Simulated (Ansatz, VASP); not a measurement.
One calculation of TiTc, two programs

```
Ti Tc
1.0
     3.14110    0.00000    0.00000
     0.00000    3.14110    0.00000
     0.00000    0.00000    3.11000
Ti Tc
1 1
Direct
  0.50000 0.50000 0.50000
  0.00000 0.00000 0.00000
```

Change from the starting cell: equal xx and yy strain of +1 %, crystal datasets.

Alike in both runs: task electric field gradients; functional PBEsol; k mesh 12 × 12 × 12; occupations fermi-dirac, width 0.08 eV; no spin polarisation.

|  | VASP | Ansatz |
| --- | --- | --- |
| version | VASP 6.6.1 | Ansatz 0.2.0 |
| potentials or method | VASP PAW PBE potentials, release 64 (Ti_sv, Tc_pv), cutoff 520 eV | all-electron PAW with datasets made for the crystal, scalar-relativistic |

Ansatz gave:

| Quantity | Value |
| --- | --- |
| pressure (GPa) | -11.7 |
| traceless stress, the component that is largest in VASP (GPa) | 1.38 |
| size of Vzz on the site where it differs most (V/Å²) | 3.6 |

**Question.** Which values does VASP return?

**Answer.** Pressure (GPa): -11.9; traceless stress, the component that is largest in VASP (GPa): 1.37; size of Vzz on the site where it differs most (V/Å²): 3.5.

VASP's potentials were made for PBE, not for PBEsol. Ansatz ran all-electron here, and VASP with PAW potentials.
